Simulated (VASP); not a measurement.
Write the native input for VASP 6.6.1 that does the following.

| Quantity | Value |
| --- | --- |
| Task | relaxation of shape and atoms at fixed volume |
| Functional | PBE |
| Potentials or basis | VASP PAW PBE potentials, release 64 (Cu, Au) |
| Cutoff | 600 eV |
| k mesh | 14 × 14 × 12 |
| Occupations | gaussian, width 0.1 eV |
| Spin | no spin polarisation |
| Dipole correction | no |
| Further INCAR settings | ALGO = Fast; EDIFF = 1e-07; IBRION = 2; EDIFFG = -0.01; NSW = 50; ISIF = 4 |

The structure of CuAu lies in POSCAR:

```
CuAu
1.0
    2.7924306108      0.0000000000      0.0000000000
    0.0000000000      2.7924306108      0.0000000000
    0.0000000000      0.0000000000      3.3863247514
Cu Au
1 1
Direct
    0.5000000000      0.5000000000      0.5000000000
    0.0000000000      0.0000000000      0.0000000000
```

These files were run (other wordings do the same):

INCAR

```
SYSTEM = CuAu
PREC = Accurate
ENCUT = 600
EDIFF = 1E-7
ISMEAR = 0
SIGMA = 0.1
LREAL = .FALSE.
LASPH = .TRUE.
NELM = 80
ALGO = Fast
ISIF = 4
LWAVE = .FALSE.
LCHARG = .FALSE.
GGA = PE
IBRION = 2
NSW = 50
EDIFFG = -0.01
```

KPOINTS

```
Automatic mesh
0
G
  14 14 12
  0 0 0
```

Potentials or basis: VASP PAW PBE potentials, release 64 (Cu, Au).

The run is started by

```bash
$ cat potpaw_PBE.64/Cu/POTCAR potpaw_PBE.64/Au/POTCAR > POTCAR
$ mpirun -np 1 vasp_std > vasp.out
```

It gave:

```
Energy gained by relaxing : 0.0 meV/atom
Ionic steps               : 3
Pressure after relaxing   : 25.4 GPa
Band gap on the k mesh    : zero (bands 11 and 12 overlap by 7.74 eV)
```

Caveat: spin-orbit coupling is left out, which moves the levels of the heavy elements.

It took 88 s on 1 thread of Intel(R) Xeon(R) 6975P-C (Granite Rapids), on a shared host, peak memory 0.26 GiB.
